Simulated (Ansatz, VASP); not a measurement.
# MgO: VASP beside Ansatz

```
CELL_PARAMETERS angstrom
0.00000 -2.12692 -2.12692
0.00000 2.12692 -2.12692
4.25385 0.00000 0.00000
ATOMIC_POSITIONS crystal
Mg 0.50000 0.50000 0.55289
Mg 0.00000 0.00000 0.94711
O 0.50000 0.50000 0.99270
O 0.00000 0.00000 0.50730
```

Change from the starting cell: mode 9 (400.1 1/cm) frozen in, largest displacement +0.225 Å.

Alike in both runs: task single point; functional PBE; k mesh 8 × 8 × 6; occupations gaussian, width 0.05 eV; no spin polarisation.

|  | VASP | Ansatz |
| --- | --- | --- |
| version | VASP 6.6.1 | Ansatz 0.2.0 |
| potentials or method | VASP PAW PBE potentials, release 64 (Mg, O), cutoff 520 eV | scalar-relativistic, plane waves, PAW |
| valence electrons in the cell | 16 | 32 |

|  | VASP | Ansatz | Ansatz less VASP |
| --- | --- | --- | --- |
| gap on the k mesh at the Fermi level (eV) | 4.49 | 4.51 | +0.014 |
| least direct gap on the mesh (eV) | 4.49 | 4.51 | +0.014 |
| pressure (GPa) | 8.6 | 9.1 | +0.54 |
| traceless stress, the component that is largest in VASP (GPa) | 12.44 | 12.22 | -0.211 |
| rms of the force components (eV/Å) | 1.640 | 1.622 | -0.0184 |

Atom by atom the forces differ by 0.019 eV/Å (rms over components). VASP's potentials hold 16 valence electrons a cell and Ansatz's 32, so a difference there can come from the potentials and not from the codes.
